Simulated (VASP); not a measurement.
Al3Sb2P: relaxation of cell and atoms with PBE

The system is Al3Sb2P.

```
Al Sb P
1.0
     4.44542    0.00000    0.00000
    -2.22271    3.84984    0.00000
     0.00000    0.00000    7.84124
Al Sb P
3 2 1
Direct
  0.66667 0.33333 0.01303
  0.66667 0.33333 0.46133
  0.00000 0.00000 0.54362
  0.33333 0.66667 0.77140
  0.33333 0.66667 0.23737
  0.00000 0.00000 0.97325
```

```json
{
  "Program": "VASP 6.6.1",
  "Task": "relaxation of cell and atoms",
  "Functional": "PBE",
  "Potentials or basis": "VASP PAW PBE potentials, release 64 (Al, Sb, P)",
  "Cutoff": "600 eV",
  "k mesh": "6 × 6 × 2",
  "Occupations": "gaussian, width 0.1 eV",
  "Spin": "no spin polarisation",
  "Dipole correction": "no",
  "Further INCAR settings": "ALGO = Normal; EDIFF = 1e-06; IBRION = 2; EDIFFG = -0.04; NSW = 90; ISIF = 3"
}
```

```yaml
Relaxed_volume: 22.25 Å³/atom
Relaxed_cell: a = 3.786 Å, b = 3.786 Å, c = 10.755 Å, α = 90.00°, β = 90.00°, γ = 120.00°
Space_group_after_relaxing_to_0.05_Å: P3m1 (No. 156)
Energy_gained_by_relaxing: 158.8 meV/atom
Ionic_steps: 26
Pressure_after_relaxing: -0.2 GPa
Largest_force_after_relaxing: 0.038 eV/Å
Band_gap_on_the_k_mesh: zero (band 12 reaches 8.35 eV, above the bottom of band 13 at 5.59 eV)
```

Forces in eV/Å, atoms in the order of the input:
```
Al   0.000  0.000 -0.009
Al   0.000  0.000 -0.001
Al   0.000  0.000  0.032
Sb   0.000  0.000  0.016
Sb   0.000  0.000  0.000
P    0.000  0.000 -0.038
```

Step by step:
| step | energy change (eV) | largest force (eV/Å) | pressure (GPa) | volume (Å³) |
| --- | --- | --- | --- | --- |
| 1 | 0.0000 | 0.6956 | -2.88 | 134.20 |
| 2 | -0.1335 | 0.7011 | 0.65 | 126.52 |
| 3 | -0.1366 | 0.6947 | 1.38 | 125.24 |
| 4 | -0.2188 | 0.5154 | 1.24 | 125.54 |
| 5 | -0.3212 | 0.4156 | 1.28 | 126.15 |
| 6 | -0.4082 | 0.3703 | 2.82 | 127.18 |
| 7 | -0.4787 | 0.3331 | -0.63 | 135.06 |
| 8 | -0.4787 | 0.3338 | -0.56 | 134.88 |
| 9 | -0.5197 | 0.3411 | -0.47 | 135.30 |
| 10 | -0.6325 | 0.3678 | -0.46 | 136.34 |
| 11 | -0.6529 | 0.7286 | -0.10 | 137.41 |
| 12 | -0.7004 | 0.4524 | -0.40 | 137.01 |
| 13 | -0.7716 | 0.4286 | 0.02 | 135.73 |
| 14 | -0.8289 | 0.4542 | 0.55 | 134.31 |
| 15 | -0.8628 | 0.4700 | 1.64 | 131.12 |
| 16 | -0.9223 | 0.3559 | -0.45 | 134.60 |
| 17 | -0.9238 | 0.3432 | -0.72 | 135.08 |
| 18 | -0.9347 | 0.2438 | -0.59 | 134.54 |
| 19 | -0.9347 | 0.2443 | -0.59 | 134.52 |
| 20 | -0.9426 | 0.1931 | 0.29 | 132.78 |
| 21 | -0.9427 | 0.2005 | 0.42 | 132.53 |
| 22 | -0.9482 | 0.1397 | 0.24 | 132.86 |
| 23 | -0.9503 | 0.1090 | 0.07 | 133.22 |
| 24 | -0.9516 | 0.0565 | -0.15 | 133.51 |
| 25 | -0.9519 | 0.0370 | -0.33 | 133.76 |
| 26 | -0.9527 | 0.0380 | -0.24 | 133.50 |

Final structure:
```
Al Sb P
1.0
     3.78587    0.00000    0.00000
    -1.89294    3.27866    0.00000
     0.00000    0.00000   10.75493
Al Sb P
3 2 1
Cartesian
  1.8929 1.0929 0.5435
  1.8929 1.0929 4.4255
  0.0000 0.0000 6.2388
  0.0000 2.1858 8.0795
  0.0000 2.1858 2.6863
  0.0000 0.0000 10.2911
```

Levels at points of the mesh, in eV from the Fermi level:
| k point | band 9 | band 10 | band 11 | band 12 | band 13 | band 14 | band 15 | band 16 |
| --- | --- | --- | --- | --- | --- | --- | --- | --- |
| (0.00, 0.00, 0.00) | -0.21 | 1.30 | 1.30 | 1.69 | 1.69 | 3.24 | 3.61 | 3.61 |
| (0.50, 0.00, 0.00) | -2.33 | -2.29 | -1.66 | -0.47 | -0.09 | 0.57 | 1.64 | 2.01 |
| (0.00, 0.00, 0.50) | 1.36 | 1.36 | 1.54 | 1.60 | 1.60 | 2.88 | 3.54 | 3.54 |
| (0.50, 0.00, 0.50) | -2.32 | -1.25 | -0.83 | -0.73 | 0.17 | 0.34 | 1.10 | 2.50 |

Run time: 5 min on 1 thread of Intel(R) Xeon(R) 6975P-C (Granite Rapids) (shared host), peak memory 0.3 GiB.

Caveat: the k points lie up to 0.32 Å⁻¹ apart in the final cell; spin-orbit coupling is left out, which moves the levels of the heavy elements.
